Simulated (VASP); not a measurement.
# Rh (I4/mmm) in VASP: a series of runs, part 2 of 2

VASP 6.6.1. The steps go on from the part before.

### Step 3. Single point, PBE (strain -0.025 along x and y, +0.000 along z)

INCAR reads:

```
SYSTEM = Rh
  PREC = Accurate
  ENCUT = 520
  EDIFF = 1E-7
  ISMEAR = 1
  SIGMA = 0.02
  LREAL = .FALSE.
  LASPH = .TRUE.
  NELM = 80
  ALGO = Fast
  ISIF = 2
  LWAVE = .FALSE.
  LCHARG = .FALSE.
  GGA = PE
  NBANDS = 14
```

KPOINTS reads:

```
Automatic mesh
0
G
  22 22 22
  0 0 0
```

POSCAR reads:

```
Rh
1.0
    0.0000000000      1.8540112500      1.9015500000
    1.8540112500      0.0000000000      1.9015500000
    1.8540112500      1.8540112500      0.0000000000
Rh
1
Direct
    0.0000000000      0.0000000000      0.0000000000
```

Potentials or basis: VASP PAW PBE potentials, release 64 (Rh_pv).

The run is started by

```bash
cat potpaw_PBE.64/Rh_pv/POTCAR > POTCAR
mpirun -np 1 vasp_std > vasp.out
```

Wall time 74 s (1 thread of Intel Xeon 6975P-C (Granite Rapids), shared host); peak memory 0.24 GiB.

It converged, with:

| Quantity | Value |
| --- | --- |
| Free energy | -7.1902 eV |
| Pressure | 22.3 GPa |

Stress tensor (GPa, compression positive):
```
24.67  0.00  0.00
 0.00 24.67  0.00
 0.00  0.00 17.63
```

Levels at points of the mesh, in eV from the Fermi level:
```tsv
k point	band 3	band 4	band 5	band 6	band 7	band 8	band 9	band 10	band 11	band 12
(0.00, 0.00, 0.00)	-46.45	-8.32	-3.51	-3.21	-3.21	-1.24	-0.88	15.97	20.39	21.16
(0.50, 0.00, 0.00)	-46.56	-6.54	-3.55	-3.25	0.56	0.70	0.71	9.20	15.47	20.39
(0.50, 0.50, 0.00)	-46.75	-6.79	-6.39	0.62	1.07	1.07	2.98	12.47	13.95	13.95
(0.50, 0.00, 0.50)	-46.77	-6.80	-6.41	0.59	0.96	1.23	3.54	13.19	13.33	13.65
```

Caveat: the cell differs from its parent crystal (strain -0.025 along x and y, +0.000 along z).

### Step 4. Single point, PBE (strain +0.000 along x and y, -0.025 along z)

INCAR reads:

```
SYSTEM = Rh
  ALGO = Fast
  EDIFF = 1E-6
  ENCUT = 520
  GGA = PE
  ISIF = 2
  ISMEAR = 1
  LASPH = .TRUE.
  LCHARG = .FALSE.
  LREAL = .FALSE.
  LWAVE = .FALSE.
  NBANDS = 14
  NELM = 60
  PREC = Accurate
  SIGMA = 0.02
```

KPOINTS reads:

```
k-points
0
G
  22 22 22
  0 0 0
```

POSCAR reads:

```
Rh
1.0
    0.0000000000      1.9015500000      1.8540112500
    1.9015500000      0.0000000000      1.8540112500
    1.9015500000      1.9015500000      0.0000000000
Rh
1
Direct
    0.0000000000      0.0000000000      0.0000000000
```

Potentials or basis: VASP PAW PBE potentials, release 64 (Rh_pv).

The run is started by

```bash
cat potpaw_PBE.64/Rh_pv/POTCAR > POTCAR
mpirun -np 1 vasp_std > vasp.out
```

OUTCAR:

```text
SYSTEM = Rh
   EDIFF = 1E-6
   ENCUT = 520
   GGA = PE
   ISIF = 2
   ISMEAR = 1
   LASPH = .TRUE.
   LREAL = .FALSE.
   NELM = 60
   PREC = Accurate

 ion  position               nearest neighbor table
   1  0.000  0.000  0.000-

  LATTYP: Found a body centered tetragonal cell.
 ALAT       =     2.6891977995
 C/A-ratio  =     1.3788582233

  Lattice vectors:

 A1 = (   0.0000000000,  -1.9015500000,  -1.8540112500)
 A2 = (   0.0000000000,   1.9015500000,  -1.8540112500)
 A3 = (   1.9015500000,   0.0000000000,   1.8540112500)

Analysis of symmetry for initial positions (statically):
=====================================================================
 Subroutine PRICEL returns:
 Original cell was already a primitive cell.

 Routine SETGRP: Setting up the symmetry group for a
 body centered tetragonal supercell.

 Subroutine GETGRP returns: Found 16 space group operations
 (whereof 16 operations were pure point group operations)
 out of a pool of 16 trial point group operations.

The static configuration has the point symmetry D_4h.

Analysis of symmetry for dynamics (positions and initial velocities):
[... 162 lines left out ...]
 fundamental gap:      0.0004342149
 Fermi energy:        12.3649221206

 k-point     1 :       0.0000    0.0000    0.0000
  band No.  band energies     occupation
      1     -34.0580      2.00000
      2     -34.0580      2.00000
      3     -34.0459      2.00000
      4       4.2260      2.00000
      5       9.0814      2.00000
      6       9.0814      2.00000
      7       9.3580      2.00000
      8      11.1689      2.00000
      9      11.5027      2.00000
     10      28.3577      0.00000
     11      32.8257      0.00000
     12      33.6793      0.00000
     13      33.6793      0.00000
     14      34.5114      0.00000
[... 377 lines left out ...]
      1     -34.8398      2.00000
      2     -34.1825      2.00000
      3     -34.1584      2.00000
      4       6.1137      2.00000
      5       9.0040      2.00000
      6       9.1847      2.00000
      7      12.0629      2.00000
      8      12.9374      0.00000
      9      13.8332      0.00000
     10      21.4632      0.00000
     11      28.0231      0.00000
     12      32.8262      0.00000
     13      33.8074      0.00000
     14      33.8270      0.00000

 [... further k-points ...]
[... 5 lines left out ...]
  --------------------------------------------------------------------------------------
  -------------------------------------------------------------------------------------
  Total        0.9516987      0.9516987      1.4816119      0.0000000      0.0000000      0.0000000
  in kB      113.7240166    113.7240166    177.0464380      0.0000000      0.0000000      0.0000000
  external PRESSURE =     134.8314904 kB  Pullay stress =       0.0000000 kB

 VOLUME and BASIS-vectors are now :
 -----------------------------------------------------------------------------
  energy-cutoff  :      520.00
  volume of cell :       13.41
      direct lattice vectors                 reciprocal lattice vectors
     0.000000000  1.901550000  1.854011250    -0.262943388  0.262943388  0.269685526
     1.901550000  0.000000000  1.854011250     0.262943388 -0.262943388  0.269685526
     1.901550000  1.901550000  0.000000000     0.262943388  0.262943388 -0.269685526

 POSITION                                       TOTAL-FORCE (eV/Angst)
 -----------------------------------------------------------------------------------
      0.00000      0.00000      0.00000        -0.000000     -0.000000      0.000000
 -----------------------------------------------------------------------------------
    total drift:                                0.000000     -0.000000      0.000000

  FREE ENERGIE OF THE ION-ELECTRON SYSTEM (eV)
  ---------------------------------------------------
  free  energy   TOTEN  =        -7.2278741273 eV

  energy  without entropy=       -7.2278943885  energy(sigma->0) =       -7.22788088
```

stdout:

```text
POSCAR found type information on POSCAR Rh
 POSCAR found :  1 types and       1 ions
 scaLAPACK will be used
 LDA part: xc-table for (Slater+PW92), standard interpolation
 POSCAR, INCAR and KPOINTS ok, starting setup
 FFT: planning ... GRIDC
 FFT: planning ... GRID_SOFT
 FFT: planning ... GRID
 WAVECAR not read
 entering main loop
WARNING in EDDRMM: call to ZHEGV failed, returncode =   6  3     12
WARNING in EDDRMM: call to ZHEGV failed, returncode =   6  3     12
WARNING in EDDRMM: call to ZHEGV failed, returncode =   6  3     14
WARNING in EDDRMM: call to ZHEGV failed, returncode =   8  4     14
```

Run time: 52 s. Hardware: 1 thread of Intel Xeon 6975P-C (Granite Rapids), shared host; peak memory 0.24 GiB.

What came out:

* Free energy: -7.2279 eV
* Pressure: 13.5 GPa

Stress tensor (GPa, compression positive):
```
11.37  0.00  0.00
 0.00 11.37  0.00
 0.00  0.00 17.70
```

Levels at points of the mesh, in eV from the Fermi level:
```
           k point  band 5  band 6  band 7  band 8  band 9  band 10
(0.00, 0.00, 0.00)   -3.28   -3.28   -3.01   -1.20   -0.86    15.99
(0.50, 0.00, 0.00)   -3.42   -3.13    0.53    0.68    0.71     8.92
(0.50, 0.50, 0.00)   -6.19    0.56    1.05    1.05    3.68    13.09
(0.50, 0.00, 0.50)   -6.16    0.57    0.91    1.15    3.12    12.37
```

Caveat: the cell differs from its parent crystal (strain +0.000 along x and y, -0.025 along z).

### Step 5. Overview

| cell | further INCAR settings | gap on the mesh (eV) | pressure (GPa) |
| --- | --- | --- | --- |
| a = 2.657, b = 2.657, c = 2.555 Å, angles 61.3, 61.3, 57.5°, 1 atom | ALGO = Fast; EDIFF = 1e-06; NBANDS = 14 | none | 33.9 |
| a = 2.656, b = 2.656, c = 2.622 Å, angles 60.4, 60.4, 59.2°, 1 atom | ALGO = Fast; EDIFF = 1e-07; NBANDS = 14 | none | 22.3 |
| a = 2.656, b = 2.656, c = 2.689 Å, angles 59.6, 59.6, 60.8°, 1 atom | ALGO = Fast; EDIFF = 1e-06; NBANDS = 14 | none | 13.5 |

Alike in all rows: task single point; level PBE; potentials or basis VASP PAW PBE potentials, release 64 (Rh_pv); no spin polarisation; k mesh 22 × 22 × 22; cutoff (eV) 520; smearing methfessel-paxton 0.02 eV.

Total energies depend on the potentials used, so only differences within one code and one set of settings carry meaning.
